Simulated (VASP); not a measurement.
# BAs (gw) (F-43m) in VASP: G0W0 quasiparticle levels with PBE

Aim: the G0W0 quasiparticle levels of BAs (gw) with PBE.

Program: VASP 6.6.1. These are calculated values, not measurements. Logs are shortened: lines on timing, memory, paths and dates and some standing lists are left out, and cuts for length are marked.

### 1 The cell of the first run

Symmetry: F-43m, No. 216, cubic system. Conventional cell: a = 4.809 Å, b = 4.809 Å, c = 4.809 Å, α = 90.00°, β = 90.00°, γ = 90.00°. B (site symmetry -43m) has 4 As at 2.08 Å within 2.8 Å. As (site symmetry -43m) has 4 B at 2.08 Å within 2.8 Å.

### 2 G0W0 quasiparticle levels, PBE

File POSCAR:

```
BAs
1.0
    0.0000000000      2.4045499483      2.4045499483
    2.4045499483      0.0000000000      2.4045499483
    2.4045499483      2.4045499483      0.0000000000
B As
1 1
Direct
    0.0000000000      0.0000000000      0.0000000000
    0.2500000000      0.2500000000      0.2500000000
```

File INCAR.step1:

```
PREC = Accurate
ENCUT = 500
EDIFF = 1E-8
ISMEAR = 0
SIGMA = 0.01
LREAL = False
LASPH = True
NELM = 100
ALGO = Normal
LWAVE = True
LCHARG = False
GGA = PE
```

File INCAR.step2:

```
PREC = Accurate
ENCUT = 500
EDIFF = 1E-8
ISMEAR = 0
SIGMA = 0.01
LREAL = False
LASPH = True
NELM = 1
ALGO = Exact
LWAVE = True
LCHARG = False
GGA = PE
NBANDS = 49
LOPTICS = True
ISTART = 1
```

File INCAR.step3:

```
PREC = Accurate
ENCUT = 500
EDIFF = 1E-8
ISMEAR = 0
SIGMA = 0.01
LREAL = False
LASPH = True
ALGO = EVGW0
LWAVE = False
LCHARG = False
GGA = PE
NELMGW = 1
NBANDS = 49
ENCUTGW = 80.0
NOMEGA = 48
PRECFOCK = Fast
ISTART = 1
NBANDSGW = 12
```

File KPOINTS:

```
Automatic mesh
0
Gamma
  4 4 4
```

Potentials or basis: VASP PAW PBE potentials, release 64 (B_GW, As_GW).

On the command line:

```sh
$ cat potpaw_PBE.64/B_GW/POTCAR potpaw_PBE.64/As_GW/POTCAR > POTCAR
$ cp INCAR.step1 INCAR
$ mpirun -np 1 vasp_std > vasp.out
$ cp INCAR.step2 INCAR
$ mpirun -np 1 vasp_std > vasp.out
$ cp INCAR.step3 INCAR
$ mpirun -np 1 vasp_std > vasp.out
```

OUTCAR:

```text
PREC = Accurate
   ENCUT = 500
   EDIFF = 1E-8
   ISMEAR = 0
   LREAL = False
   LASPH = True
   GGA = PE
   NELMGW = 1
   ENCUTGW = 80.0
   PRECFOCK = Fast
   ISTART = 1

 ion  position               nearest neighbor table
   1  0.000  0.000  0.000-   2 2.08   2 2.08   2 2.08   2 2.08
   2  0.250  0.250  0.250-   1 2.08   1 2.08   1 2.08   1 2.08

  LATTYP: Found a face centered cubic cell.
 ALAT       =     4.8090998966

  Lattice vectors:

 A1 = (   0.0000000000,   2.4045499483,   2.4045499483)
 A2 = (   2.4045499483,   0.0000000000,   2.4045499483)
 A3 = (   2.4045499483,   2.4045499483,   0.0000000000)

Analysis of symmetry for initial positions (statically):
=====================================================================
 Subroutine PRICEL returns:
 Original cell was already a primitive cell.

 Routine SETGRP: Setting up the symmetry group for a
 face centered cubic supercell.

 Subroutine GETGRP returns: Found 24 space group operations
 (whereof 24 operations were pure point group operations)
 out of a pool of 48 trial point group operations.

The static configuration has the point symmetry T_d .

Analysis of symmetry for dynamics (positions and initial velocities):
=====================================================================
 Subroutine PRICEL returns:
 Original cell was already a primitive cell.

 Routine SETGRP: Setting up the symmetry group for a
 face centered cubic supercell.

 Subroutine GETGRP returns: Found 24 space group operations
 (whereof 24 operations were pure point group operations)
 out of a pool of 48 trial point group operations.

The dynamic configuration has the point symmetry T_d .

 Subroutine INISYM returns: Found 24 space group operations
 (whereof 24 operations are pure point group operations),
 and found     1 'primitive' translations

----------------------------------------------------------------------------------------

[... 72 lines left out ...]
   LASPH  =      T    aspherical Exc in radial PAW
   ENCUT  =  500.0 eV  36.75 Ry    6.06 a.u.   6.20  6.20  6.20*2*pi/ulx,y,z
   NELM   =     60;   NELMIN=  2; NELMDL=  0     # of ELM steps
   EDIFF  = 0.1E-07   stopping-criterion for ELM
   LREAL  =      F    real-space projection
   EDIFFG = 0.1E-06   stopping-criterion for IOM
   NSW    =      0    number of steps for IOM
   IBRION =     -1    ionic relax: 0-MD 1-quasi-New 2-CG
   NFREE  =      0    steps in history (QN), initial steepest desc. (CG)
   ISIF   =      0    stress and relaxation
   ISYM   =      3    0-nonsym 1-usesym 2-fastsym
   POTIM  = 0.5000    time-step for ionic-motion
   TEBEG  =    0.0;   TEEND  =   0.0 temperature during run
   PSTRESS=    0.0 pullay stress
   NELECT =       8.0000    total number of electrons
   NUPDOWN=      -1.0000    fix difference up-down
   EMIN   =  10.00;   EMAX   =-10.00  energy-range for DOS
   EFERMI =   0.00;   METHOD = LEGACY
   ISMEAR =     0;   SIGMA  =   0.01  broadening in eV -4-tet -1-fermi 0-gaus
   EFERMI_NEDOS =   21; number of points for ismear=-14 and -15
   IALGO  =     38    algorithm
   IMIX   =      4    mixing-type and parameters
     AMIX     =   0.40;   BMIX     =  1.00
     AMIX_MAG =   1.60;   BMIX_MAG =  1.00
  volume/ion in A,a.u.               =      13.90        93.82
  Fermi-wavevector in a.u.,A,eV,Ry     =   1.080756  2.042333 15.892064  1.168034
  Thomas-Fermi vector in A             =   2.216755
   LORBIT       =      0    0 simple, 1 ext, 2 COOP (PROOUT), +10 PAW based schemes
   GGA     = PE    functional components
   LHFCALC =     T    Hartree Fock is set to
   PRECFOCK=fast      Normal, Fast or Accurate (Low or Medium for compatibility)
   ENCUT4O =  -1.0   cutoff for four orbital integrals eV
   NKREDX  =     1    reduce k-point grid by
   NKREDY  =     1    reduce k-point grid by
   NKREDZ  =     1    reduce k-point grid by
   AEXX    =    1.0000 exact exchange contribution
   HFSCREEN=    0.0000 screening length (either q_TF or 0.3 A-1)
   HFSCREENC=   0.0000 screening length for correlation (either q_TF or 0.3 A-1)
   ENCUTFOCK=  -1.0 apply spherical cutoff to Coloumb kernel
   IVDW    =     0    specifies the selected vdW correction
   LEPSILON=     F    determine dielectric tensor
   LRPA    =     F    only Hartree local field effects (RPA)
   LRPAFORCE           =     F    calculate RPA forces
   ENCUTGW             =  80.0    cutoff for response function in eV
   ENCUTGWSOFT         =  64.0    soft cutoff for Coulomb kernel in GW response function in eV
   ENCUTLF             =  -1.0    cutoff for local field effects
   NELMGW              =     1    number of iterations in solving QP/BSE equation
   NELMHF              =     1    number of iterations in the inner HF iteration
   NKREDLFX            =     1    NKREDLFY  =   1   NKREDLFZ  =   1
 non-spin polarized calculation
 Gauss-broadening in eV      SIGMA  =   0.01
  energy-cutoff  :      500.00
  volume of cell :       27.81
 maximum number of plane-waves:       725
 NGX is ok and might be reduce to    28
  NGX = 14; NGY = 14; NGZ = 14
   NGX = 13   NGY = 13   NGZ = 13
 maximum number of plane-waves:        59
 NGX is ok and might be reduce to    10

 QP shifts <psi_nk| G(iteration)W_0 |psi_nk>: iteration 1
 for sc-GW calculations column KS-energies equals QP-energies in previous step
 and V_xc(KS)=  KS-energies - (<T + V_ion + V_H > + <T+V_H+V_ion>^1  + <V_x>^1)

 k-point   1 :       0.0000    0.0000    0.0000
  band No.  KS-energies  QP-energies   sigma(KS)   V_xc(KS)     V^pw_x(r,r')   Z            occupation Imag(sigma)

      1      -9.2513      -9.8251     -12.4116     -11.6107     -19.4933       0.7163       2.0000       1.2575
      2       5.9825       5.8075     -12.7620     -12.5402     -14.2461       0.7890       2.0000       0.0648
      3       5.9825       5.8075     -12.7620     -12.5402     -14.2461       0.7890       2.0000       0.0648
      4       5.9825       5.8075     -12.7620     -12.5402     -14.2461       0.7890       2.0000       0.0648
      5       9.2173       9.7454     -10.6591     -11.3311      -6.5365       0.7858       0.0000      -0.0902
      6       9.2173       9.7454     -10.6591     -11.3311      -6.5365       0.7858       0.0000      -0.0902
      7       9.2173       9.7454     -10.6591     -11.3311      -6.5365       0.7858       0.0000      -0.0902
      8      10.3924      11.2617     -11.4412     -12.5813      -6.5108       0.7625       0.0000      -0.1278
      9      15.4518      15.5751      -8.6537      -8.8103      -2.9980       0.7876       0.0000      -0.3025
     10      18.8288      19.0936     -10.0019     -10.3423      -4.3232       0.7778       0.0000      -0.3561
     11      18.8288      19.0936     -10.0019     -10.3423      -4.3232       0.7778       0.0000      -0.3561
     12      20.2474      20.4188      -8.7155      -8.9341      -2.4614       0.7843       0.0000      -0.4952
[... 100 lines left out ...]
      1      -5.0114      -5.3062     -12.7220     -12.3199     -18.2157       0.7332       2.0000       0.6376
      2      -1.9963      -2.5385     -12.8052     -12.0594     -17.4513       0.7270       2.0000       0.3871
      3       0.6010       0.1119     -11.7025     -11.0599     -14.5939       0.7611       2.0000       0.1552
      4       0.8917       0.4153     -11.7823     -11.1551     -14.5837       0.7595       2.0000       0.1448
      5      11.2149      11.5499     -10.1151     -10.5467      -5.2630       0.7762       0.0000      -0.1356
      6      11.7931      12.5662     -10.9207     -11.9385      -5.6293       0.7596       0.0000      -0.1680
      7      12.7249      12.9751      -9.6737      -9.9916      -4.8692       0.7870       0.0000      -0.1577
      8      12.8749      13.3904     -10.6902     -11.3646      -5.3603       0.7643       0.0000      -0.2023
      9      18.0964      18.7004     -10.9402     -11.7543      -4.2001       0.7419       0.0000      -0.4980
     10      21.2500      21.8814     -10.8877     -11.7237      -4.1864       0.7552       0.0000      -0.7380
     11      21.5133      21.8529     -10.0012     -10.4493      -3.3023       0.7578       0.0000      -0.6509
     12      24.6075      25.1675     -10.1483     -10.8851      -3.4097       0.7599       0.0000      -0.9367
```

OUTCAR.step2:

```text
PREC = Accurate
   ENCUT = 500
   EDIFF = 1E-8
   ISMEAR = 0
   LREAL = False
[... 689 lines left out ...]
     0.00000    15.69766    15.69766    15.69766    -0.00000    -0.00000    -0.00000
     1.00812    16.43127    16.43127    16.43127    -0.00000    -0.00000    -0.00000
     2.01624    19.37525    19.37525    19.37525    -0.00000    -0.00000    -0.00000
     3.02436    33.08383    33.08383    33.08383    -0.00000    -0.00000    -0.00000
     4.03248    32.85087    32.85087    32.85087     0.00000    -0.00000    -0.00000
     5.04060    26.72756    26.72756    26.72756    -0.00000    -0.00000    -0.00000
[... 92 lines left out ...]
    98.79582     0.95028     0.95028     0.95028     0.00000     0.00000     0.00000
    99.80394     0.95132     0.95132     0.95132     0.00000     0.00000     0.00000
```

It took 48 s on 1 thread of Intel Xeon 8259CL, shared host; peak memory 0.24 GiB.

What came out:

```
Band gap on the k mesh, mean-field level : 1.44 eV, indirect (least direct gap 3.23 eV)
Quasiparticle gap                        : 1.75 eV
Least direct quasiparticle gap           : 3.94 eV
```

Levels at points of the mesh, in eV from the valence-band top:
| k point | band 1 | band 2 | band 3 | band 4 | band 5 | band 6 | band 7 | band 8 |
| --- | --- | --- | --- | --- | --- | --- | --- | --- |
| (0.00, 0.00, 0.00) | -15.23 | 0.00 | 0.00 | 0.00 | 3.23 | 3.23 | 3.23 | 4.41 |
| (0.50, 0.00, 0.00) | -12.43 | -8.66 | -1.79 | -1.79 | 2.56 | 4.74 | 4.74 | 8.82 |
| (0.50, 0.50, 0.00) | -11.15 | -8.43 | -4.01 | -4.01 | 1.44 | 1.44 | 11.17 | 11.17 |

Caveat: the k points lie up to 0.57 Å⁻¹ apart; bands, screening cutoff and mesh are small and nothing is extrapolated, so the quasiparticle values aren't converged. A k mesh can miss the band edges.
